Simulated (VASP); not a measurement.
# ZnSe (Cmmm) in VASP: relaxation of cell and atoms with PBE

Aim: the relaxation of cell and atoms of ZnSe with PBE.

Everything below comes from runs of VASP 6.6.1. Logs are shortened: lines on timing, memory, paths and dates and some standing lists are left out, and cuts for length are marked.

### 1 The cell of the first run

The structure is orthorhombic, space group Cmmm (No. 65). The conventional cell has a = 5.138 Å, b = 5.230 Å, c = 3.331 Å, α = 90.00°, β = 90.00°, γ = 90.00°. Zn (site symmetry mmm) has 4 Se at 2.57 to 2.62 Å and 2 Zn at 3.33 Å within 3.4 Å. Within 3.4 Å of Se (site symmetry mmm) lie 4 Zn at 2.57 to 2.62 Å and 2 Se at 3.33 Å.

The cell was generated, and may not be a known phase.

### 2 Relaxation of cell and atoms, PBE

INCAR

```
ALGO = Normal
EDIFF = 1E-6
EDIFFG = -0.01
ENCUT = 600
GGA = PE
IBRION = 2
ISIF = 3
ISMEAR = 0
LASPH = T
LCHARG = F
LREAL = F
LWAVE = F
NELM = 100
NSW = 100
PREC = Accurate
SIGMA = 0.1
```

KPOINTS

```
k-points
0
Gamma
  16 16 16
```

POSCAR

```
ZnSe
1.0
    2.5689853814     -2.6150093819      0.0000000000
    2.5689853814      2.6150093819      0.0000000000
    0.0000000000      0.0000000000      3.3312090843
Zn Se
1 1
Direct
    0.0000000000      0.0000000000      0.0000000000
    0.5000000000      0.5000000000      0.0000000000
```

Potentials or basis: VASP PAW PBE potentials, release 64 (Zn, Se).

Started as:

```sh
$ cat potpaw_PBE.64/Zn/POTCAR potpaw_PBE.64/Se/POTCAR > POTCAR
$ mpirun -np 1 vasp_std > vasp.out
```

OUTCAR:

```text
EDIFF = 1E-6
   EDIFFG = -0.01
   ENCUT = 600
   GGA = PE
   IBRION = 2
   ISIF = 3
   ISMEAR = 0
   LASPH = T
   LREAL = F
   NELM = 100
   NSW = 100
   PREC = Accurate

 ion  position               nearest neighbor table
   1  0.000  0.000  0.000-   2 2.57   2 2.57   2 2.62   2 2.62
   2  0.500  0.500  0.000-   1 2.57   1 2.57   1 2.62   1 2.62

  LATTYP: Found a base centered orthorhombic cell.
 ALAT       =     5.1379707628
 B/A-ratio  =     1.0179152442
 C/A-ratio  =     0.6483511172

  Lattice vectors:

 A1 = (   2.5689853814,  -2.6150093819,   0.0000000000)
 A2 = (   2.5689853814,   2.6150093819,   0.0000000000)
 A3 = (   0.0000000000,   0.0000000000,   3.3312090843)

Analysis of symmetry for initial positions (statically):
=====================================================================
 Subroutine PRICEL returns:
 Original cell was already a primitive cell.

 Routine SETGRP: Setting up the symmetry group for a
 base centered orthorhombic supercell.

 Subroutine GETGRP returns: Found  8 space group operations
 (whereof  8 operations were pure point group operations)
 out of a pool of  8 trial point group operations.

The static configuration has the point symmetry D_2h.

Analysis of symmetry for dynamics (positions and initial velocities):
=====================================================================
 Subroutine PRICEL returns:
 Original cell was already a primitive cell.

 Routine SETGRP: Setting up the symmetry group for a
 base centered orthorhombic supercell.

 Subroutine GETGRP returns: Found  8 space group operations
 (whereof  8 operations were pure point group operations)
 out of a pool of  8 trial point group operations.

The dynamic configuration has the point symmetry D_2h.

 Subroutine INISYM returns: Found  8 space group operations
 (whereof  8 operations are pure point group operations),
 and found     1 'primitive' translations

----------------------------------------------------------------------------------------

                                     Primitive cell

  volume of cell :      44.7576

  direct lattice vectors                    reciprocal lattice vectors
     2.568985381 -2.615009382  0.000000000     0.194629368 -0.191203903  0.000000000
     2.568985381  2.615009382  0.000000000     0.194629368  0.191203903  0.000000000
     0.000000000  0.000000000  3.331209084     0.000000000  0.000000000  0.300191304

  length of vectors
     3.665782312  3.665782312  3.331209084     0.272836074  0.272836074  0.300191304

  position of ions in fractional coordinates (direct lattice)
     0.000000000  0.000000000  0.000000000
     0.500000000  0.500000000  0.000000000

  ion indices of the primitive-cell ions
   primitive index   ion index
                 1           1
                 2           2

----------------------------------------------------------------------------------------

 KPOINTS: k-points

Automatic generation of k-mesh.
 Grid dimensions read from file:
 generate k-points for:   16   16   16

 Generating k-lattice:

  Cartesian coordinates                     Fractional coordinates (reciprocal lattice)
     0.012164335 -0.011950244  0.000000000     0.062500000  0.000000000  0.000000000
     0.012164335  0.011950244  0.000000000     0.000000000  0.062500000  0.000000000
     0.000000000  0.000000000  0.018761957     0.000000000  0.000000000  0.062500000

  Length of vectors
     0.017052255  0.017052255  0.018761957

  Shift w.r.t. Gamma in fractional coordinates (k-lattice)
     0.000000000  0.000000000  0.000000000

 Subroutine IBZKPT returns following result:
 ===========================================

 Found    657 irreducible k-points:

 Following reciprocal coordinates:
            Coordinates               Weight
  0.000000  0.000000  0.000000      1.000000
  0.062500 -0.000000  0.000000      4.000000
  0.125000 -0.000000  0.000000      4.000000
  0.187500 -0.000000  0.000000      4.000000
  0.250000 -0.000000  0.000000      4.000000
  0.312500  0.000000  0.000000      4.000000
[... 16 lines left out ...]
 -0.125000  0.062500  0.000000      4.000000
 -0.062500  0.062500  0.000000      2.000000
 [... further k-points ...]
   k-points           NKPTS =    657   k-points in BZ     NKDIM =    657   number of bands    NBANDS=     13
   number of dos      NEDOS =    301   number of ions     NIONS =      2
   total plane-waves  NPLWV =  25200
   dimension x,y,z NGX =    30 NGY =   30 NGZ =   28
   dimension x,y,z NGXF=    60 NGYF=   60 NGZF=   56
   ions per type =               1   1
   NGX,Y,Z   is equivalent  to a cutoff of  13.61, 13.61, 13.97 a.u.
   NGXF,Y,Z  is equivalent  to a cutoff of  27.21, 27.21, 27.95 a.u.
 SYSTEM =  unknown system
   PREC   = accura    normal or accurate (medium, high low for compatibility)
   ISTART =      0    job   : 0-new  1-cont  2-samecut
   ICHARG =      2    charge: 1-file 2-atom 10-const
   ISPIN  =      1    spin polarized calculation?
   LNONCOLLINEAR =      F non collinear calculations
   LSORBIT =      F    spin-orbit coupling
   LASPH  =      T    aspherical Exc in radial PAW
   ENCUT  =  600.0 eV  44.10 Ry    6.64 a.u.   7.32  7.32  6.65*2*pi/ulx,y,z
   NELM   =    100;   NELMIN=  2; NELMDL= -5     # of ELM steps
   EDIFF  = 0.1E-05   stopping-criterion for ELM
   LREAL  =      F    real-space projection
   EDIFFG = -.1E-01   stopping-criterion for IOM
   NSW    =    100    number of steps for IOM
   IBRION =      2    ionic relax: 0-MD 1-quasi-New 2-CG
   NFREE  =      1    steps in history (QN), initial steepest desc. (CG)
   ISIF   =      3    stress and relaxation
   ISYM   =      2    0-nonsym 1-usesym 2-fastsym
   POTIM  = 0.5000    time-step for ionic-motion
   TEBEG  =    0.0;   TEEND  =   0.0 temperature during run
   PSTRESS=    0.0 pullay stress
   NELECT =      18.0000    total number of electrons
   NUPDOWN=      -1.0000    fix difference up-down
   EMIN   =  10.00;   EMAX   =-10.00  energy-range for DOS
   EFERMI =   0.00;   METHOD = LEGACY
   ISMEAR =     0;   SIGMA  =   0.10  broadening in eV -4-tet -1-fermi 0-gaus
   EFERMI_NEDOS =   21; number of points for ismear=-14 and -15
   IALGO  =     38    algorithm
   IMIX   =      4    mixing-type and parameters
     AMIX     =   0.40;   BMIX     =  1.00
     AMIX_MAG =   1.60;   BMIX_MAG =  1.00
  volume/ion in A,a.u.               =      22.38       151.02
  Fermi-wavevector in a.u.,A,eV,Ry     =   1.208398  2.283542 19.867584  1.460226
  Thomas-Fermi vector in A             =   2.344007
   LORBIT       =      0    0 simple, 1 ext, 2 COOP (PROOUT), +10 PAW based schemes
   GGA     = PE    functional components
   LHFCALC =     F    Hartree Fock is set to
   AEXX    =    0.0000 exact exchange contribution
   IVDW    =     0    specifies the selected vdW correction
   LEPSILON=     F    determine dielectric tensor
   LRPA    =     F    only Hartree local field effects (RPA)
 conjugate gradient relaxation of ions
 non-spin polarized calculation
 Gauss-broadening in eV      SIGMA  =   0.10
  energy-cutoff  :      600.00
  volume of cell :       44.76
 maximum number of plane-waves:      1521
 NGX is ok and might be reduce to    30
   NGX = 15   NGY = 15   NGZ = 13

--------------------------------------- Ionic step        1  -------------------------------------------

 number of electron      17.9999999 magnetization

 Free energy of the ion-electron system (eV)
  ---------------------------------------------------
  ext. energy  EPLUGINS =         0.00000000
  ---------------------------------------------------
  free energy    TOTEN  =        -4.77456826 eV

  energy without entropy =       -4.77070356  energy(sigma->0) =       -4.77263591

------------------------ aborting loop because EDIFF is reached ----------------------------------------

  FORCE on cell =-STRESS in cart. coord.  units (eV):
  Direction    XX          YY          ZZ          XY          YZ          ZX
  --------------------------------------------------------------------------------------
  -------------------------------------------------------------------------------------
  Total        0.2358570     -0.1342343      0.3827158      0.0000000      0.0000000      0.0000000
  in kB        8.4429177     -4.8051545     13.6999892      0.0000000      0.0000000      0.0000000
  external PRESSURE =       5.7792508 kB  Pullay stress =       0.0000000 kB
[... 89 lines left out ...]
  FREE ENERGIE OF THE ION-ELECTRON SYSTEM (eV)
  ---------------------------------------------------
  free  energy   TOTEN  =        -4.7838744176 eV

  energy  without entropy=       -4.7797869299  energy(sigma->0) =       -4.78183067

 E-fermi :   0.0214     XC(G=0):  -7.6661

 val. band max:       -0.1384571760   @ k =   0.3750   0.0625   0.5000
 cond. band min:       0.0867090426   @ k =  -0.4375   0.0625   0.0000
 fundamental gap:      0.2251662186
 Fermi energy:         0.0213633256

 k-point     1 :       0.0000    0.0000    0.0000
  band No.  band energies     occupation
      1     -13.2886      2.00000
      2      -6.9151      2.00000
      3      -6.8201      2.00000
      4      -6.7237      2.00000
      5      -6.7217      2.00000
      6      -6.6894      2.00000
      7      -2.0723      2.00000
      8      -1.3564      2.00000
      9      -1.3210      2.00000
     10       0.3142      0.00003
     11       4.4885      0.00000
     12       6.6284      0.00000
     13       7.2837      0.00000
[... 353 lines left out ...]
 k-point    24 :      -0.0625    0.0625    0.0000
  band No.  band energies     occupation
      1     -13.2313      2.00000
      2      -6.9118      2.00000
      3      -6.8513      2.00000
      4      -6.7312      2.00000
      5      -6.7241      2.00000
      6      -6.6955      2.00000
      7      -1.9943      2.00000
      8      -1.9320      2.00000
      9      -1.4754      2.00000
     10       1.0835      0.00000
     11       4.6085      0.00000
     12       6.8729      0.00000
     13       7.0072      0.00000

 [... further k-points ...]

[... ionic steps 4 to 37 ...]

--------------------------------------- Ionic step       38  -------------------------------------------

 number of electron      17.9999961 magnetization

------------------------ aborting loop because EDIFF is reached ----------------------------------------

  FORCE on cell =-STRESS in cart. coord.  units (eV):
  Direction    XX          YY          ZZ          XY          YZ          ZX
  --------------------------------------------------------------------------------------
  -------------------------------------------------------------------------------------
  Total        0.0161462     -0.0398505      0.0095026      0.0000000      0.0000000      0.0000000
  in kB        0.4045958     -0.9985856      0.2381186      0.0000000      0.0000000      0.0000000
  external PRESSURE =      -0.1186237 kB  Pullay stress =       0.0000000 kB
[... 57 lines left out ...]
  energy  without entropy=       -4.9491922700  energy(sigma->0) =       -4.94974896

--------------------------------------- Ionic step       40  -------------------------------------------

 number of electron      17.9999971 magnetization

 Free energy of the ion-electron system (eV)
  ---------------------------------------------------
  ext. energy  EPLUGINS =         0.00000000
  ---------------------------------------------------
  free energy    TOTEN  =        -4.95034315 eV

  energy without entropy =       -4.94923155  energy(sigma->0) =       -4.94978735

 E-fermi :  -0.1451     XC(G=0):  -7.4903

 val. band max:       -0.3127723591   @ k =   0.3750   0.0625   0.5000
 cond. band min:      -0.0735725378   @ k =  -0.4375   0.0625   0.0000
 fundamental gap:      0.2391998212
 Fermi energy:        -0.1450761148

 k-point     1 :       0.0000    0.0000    0.0000
  band No.  band energies     occupation
      1     -13.4447      2.00000
      2      -7.0764      2.00000
      3      -6.9818      2.00000
      4      -6.8848      2.00000
      5      -6.8846      2.00000
      6      -6.8477      2.00000
      7      -2.3058      2.00000
      8      -1.5006      2.00000
      9      -1.4976      2.00000
     10       0.1749      0.00001
     11       4.2421      0.00000
     12       6.4816      0.00000
     13       6.9835      0.00000
[... 397 lines left out ...]
  FREE ENERGIE OF THE ION-ELECTRON SYSTEM (eV)
  ---------------------------------------------------
  free  energy   TOTEN  =        -4.9503431458 eV

  energy  without entropy=       -4.9492315494  energy(sigma->0) =       -4.94978735

 reached required accuracy - stopping structural energy minimisation
```

Wall time 55 min (1 thread of Intel Xeon 6975P-C (Granite Rapids), shared host); peak memory 0.72 GiB.

What came out:

```yaml
Free_energy: -4.9503 eV
Relaxed_volume: 32.11 Å³/atom
Relaxed_cell: a = 3.576 Å, b = 3.576 Å, c = 5.022 Å, α = 90.00°, β = 90.00°, γ = 89.99°
Space_group_after_relaxing_to_0.1_Å: P4/mmm (No. 123)
Energy_gained_by_relaxing: 87.9 meV/atom
Ionic_steps: 40
Pressure_after_relaxing: 0.0 GPa
Band_gap_on_the_k_mesh: zero (bands 9 and 10 overlap by 1.20 eV)
```

Step by step:
| step | energy change (eV) | largest force (eV/Å) | pressure (GPa) | volume (Å³) |
| --- | --- | --- | --- | --- |
| 1 | 0.0000 | 0.0000 | 0.58 | 44.76 |
| 2 | -0.0045 | 0.0000 | 0.08 | 45.28 |
| 3 | -0.0093 | 0.0000 | -0.37 | 46.15 |
| 4 | -0.0107 | 0.0000 | -1.21 | 47.89 |
| 5 | -0.0119 | 0.0000 | -1.20 | 48.00 |
| 6 | -0.0152 | 0.0000 | -1.24 | 48.30 |
| 7 | -0.0207 | 0.0000 | -0.99 | 48.91 |
| 8 | -0.0286 | 0.0000 | -0.51 | 50.08 |
| 9 | -0.0167 | 0.0000 | 1.03 | 52.28 |
| 10 | -0.0304 | 0.0000 | -0.17 | 50.76 |
| 11 | -0.0480 | 0.0000 | 0.16 | 51.29 |
| 12 | -0.0890 | 0.0000 | 1.45 | 52.76 |
| 13 | -0.0480 | 0.0000 | 5.63 | 55.23 |
| 14 | -0.0974 | 0.0000 | 2.55 | 53.59 |
| 15 | -0.1210 | 0.0000 | 2.22 | 54.86 |
| 16 | -0.1608 | 0.0000 | 1.59 | 58.64 |
| 17 | -0.1651 | 0.0000 | 1.48 | 60.42 |
| 18 | -0.1732 | 0.0000 | 0.49 | 61.27 |
| 19 | -0.1741 | 0.0000 | 0.00 | 61.67 |
| 20 | -0.1741 | 0.0000 | 0.12 | 61.64 |
| 21 | -0.1742 | 0.0000 | 0.09 | 61.69 |
| 22 | -0.1744 | 0.0000 | 0.14 | 61.86 |
| 23 | -0.1746 | 0.0000 | 0.10 | 62.18 |
| 24 | -0.1746 | 0.0000 | 0.11 | 62.83 |
| 25 | -0.1747 | 0.0000 | 0.18 | 62.53 |
| 26 | -0.1748 | 0.0000 | 0.06 | 62.63 |
| 27 | -0.1749 | 0.0000 | 0.03 | 62.73 |
| 28 | -0.1750 | 0.0000 | 0.03 | 62.92 |
| 29 | -0.1751 | 0.0000 | -0.12 | 63.32 |
| 30 | -0.1753 | 0.0000 | -0.05 | 63.41 |
| 31 | -0.1757 | 0.0000 | 0.07 | 63.66 |
| 32 | -0.1757 | 0.0000 | 0.07 | 63.69 |
| 33 | -0.1757 | 0.0000 | 0.07 | 63.68 |
| 34 | -0.1757 | 0.0000 | 0.07 | 63.67 |
| 35 | -0.1757 | 0.0000 | 0.02 | 63.78 |
| 36 | -0.1757 | 0.0000 | 0.02 | 63.81 |
| 37 | -0.1757 | 0.0000 | 0.01 | 63.85 |
| 38 | -0.1757 | 0.0000 | -0.01 | 63.94 |
| 39 | -0.1757 | 0.0000 | 0.00 | 64.02 |
| 40 | -0.1758 | 0.0000 | -0.03 | 64.23 |

Final structure:
```
Zn Se
1.0
     2.52907   -2.52841    0.00000
     2.52907    2.52841    0.00000
     0.00000    0.00000    5.02207
Zn Se
1 1
Direct
  0.00000 0.00000 0.00000
  0.50000 0.50000 0.00000
```

Levels at points of the mesh, in eV from the Fermi level:
```
           k point  band 6  band 7  band 8  band 9  band 10  band 11  band 12  band 13
(0.00, 0.00, 0.00)   -6.70   -2.16   -1.36   -1.35     0.32     4.39     6.63     7.13
(0.50, 0.00, 0.00)   -6.72   -5.42   -0.78    0.49     3.62     4.72     5.41     6.00
(0.50, 0.50, 0.00)   -6.19   -4.34   -4.34   -1.35    -0.33     5.94     7.89     7.89
(0.00, 0.00, 0.50)   -6.68   -2.79   -1.33   -1.33     0.66     5.25     6.77     9.69
(0.50, 0.00, 0.50)   -6.72   -5.34   -1.19    0.51     2.27     5.03     6.07     6.17
(0.50, 0.50, 0.50)   -6.19   -4.30   -4.30   -1.20    -0.63     4.66     6.28     6.28
```

Caveat: the volume moved by over 15 % at a fixed basis, so the end points are rough.

The gap in the log of VASP goes by the Fermi energy; the results here count the filled bands.